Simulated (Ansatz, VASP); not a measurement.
**NaGa2 in VASP and in Ansatz**

File INCAR:

```
PREC = Accurate
ENCUT = 600
EDIFF = 1E-7
ISMEAR = 0
SIGMA = 0.1
LREAL = F
LASPH = T
NELM = 60
ALGO = Fast
ISIF = 3
LWAVE = F
LCHARG = F
GGA = PE
IBRION = 2
NSW = 100
EDIFFG = -0.01
```

KPOINTS

```
regular mesh
0
Gamma
  12 12 14
```

The input POSCAR:

```
NaGa2
1.0
    4.5253561044      0.0000000000      0.0000000000
   -2.2626780522      3.9190733476      0.0000000000
    0.0000000000      0.0000000000      3.5839838018
Na Ga
1 2
Direct
    0.0000000000      0.0000000000      0.0000000000
    0.3333333333      0.6666666667      0.5000000000
    0.6666666667      0.3333333333      0.5000000000
```

Input for Ansatz:

```yaml
crystal:
  lattice:
    - [4.5253561044, 0.0, 0.0]
    - [-2.2626780522, 3.9190733476, 0.0]
    - [0.0, 0.0, 3.5839838018]
  atoms:
    - { symbol: Na, position: [0.0, 0.0, 0.0] }
    - { symbol: Ga, position: [0.3333333333, 0.6666666667, 0.5] }
    - { symbol: Ga, position: [0.6666666667, 0.3333333333, 0.5] }
basis:
  ecutwfc: 420
kpoints:
  mp_grid: { grid: [12, 12, 14] }
hamiltonian:
  xc: pbe
scf:
  occupations: { method: gaussian, width: 0.1 }
output:
  forces: true
  stress: true
  eigenvalues: true
relax:
  adjacent_minimum: "off"
  f_tol: 0.01
  max_steps: 80
  cell: { stress_tol: 0.05 }
```

Alike in both runs: task relaxation of cell and atoms; functional PBE; k mesh 12 × 12 × 14; occupations gaussian, width 0.1 eV; no spin polarisation.

```csv
,VASP,Ansatz
version,VASP 6.6.1,Ansatz 0.2.0
potentials or method,"VASP PAW PBE potentials, release 64 (Na_pv, Ga_d), cutoff 600 eV","scalar-relativistic, plane waves, PAW"
valence electrons in the cell,33,35
```

|  | VASP | Ansatz | Ansatz less VASP |
| --- | --- | --- | --- |
| gap on the k mesh at the Fermi level, each at its own relaxed structure (eV) | none | none | - |
| relaxed volume (Å³/atom) | 21.43 | 21.42 | -0.008 |
| relaxed length of the cell vector where the two differ most in proportion (Å) | 3.649 | 3.657 | +0.0080 |

A gap of «none» marks a metal or a gap that the smearing closes. VASP's potentials hold 33 valence electrons a cell and Ansatz's 35, so a difference there can come from the potentials and not from the codes.
